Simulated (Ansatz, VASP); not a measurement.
# Ti in VASP and in Ansatz

File INCAR:

```
SYSTEM = Ti
PREC = Accurate
ENCUT = 520
EDIFF = 1E-7
ISMEAR = 0
SIGMA = 0.2
LREAL = .FALSE.
LASPH = .TRUE.
NELM = 100
ALGO = Normal
ISIF = 2
LWAVE = .FALSE.
LCHARG = .FALSE.
GGA = PE
NBANDS = 19
```

The input KPOINTS:

```
Automatic mesh
0
G
  13 13 7
  0 0 0
```

File POSCAR:

```
Ti
1.0
    2.9499978604      0.0000000000      0.0000000000
   -1.4749989302      2.5547730882      0.0000000000
    0.0000000000      0.0000000000      4.6860000000
Ti
2
Direct
    0.3333333333      0.6666666667      0.2500000000
    0.6666666667      0.3333333333      0.7500000000
```

Input for Ansatz:

```yaml
crystal:
  lattice:
    - [2.9499978604, 0.0, 0.0]
    - [-1.4749989302, 2.5547730882, 0.0]
    - [0.0, 0.0, 4.686]
  atoms:
    - { symbol: Ti, position: [0.3333333333, 0.6666666667, 0.25] }
    - { symbol: Ti, position: [0.6666666667, 0.3333333333, 0.75] }
kpoints:
  mp_grid: { grid: [13, 13, 7] }
scf:
  occupations: { method: gaussian, width: 0.2 }
hamiltonian:
  xc: pbe
  pseudopotentials: { kind: all_electron, lapw: { basis_error: 0.0005 } }
output:
  forces: true
  stress: true
  eigenvalues: true
```

Alike in both runs: task single point; functional PBE; k mesh 13 × 13 × 7; occupations gaussian, width 0.2 eV; no spin polarisation.

```csv
,VASP,Ansatz
version,VASP 6.6.1,Ansatz 0.2.0
potentials or method,"VASP PAW PBE potentials, release 64 (Ti_sv), cutoff 520 eV","all-electron LAPW, scalar-relativistic"
```

Ansatz gave:

| Property | Result |
| --- | --- |
| pressure (GPa) | -1.6 |
| traceless stress, the component that is largest in VASP (GPa) | -0.26 |

**Question.** Which values does VASP return?

**Answer.** Pressure (GPa): -1.8; traceless stress, the component that is largest in VASP (GPa): -0.26.

Ansatz ran all-electron here, and VASP with PAW potentials.
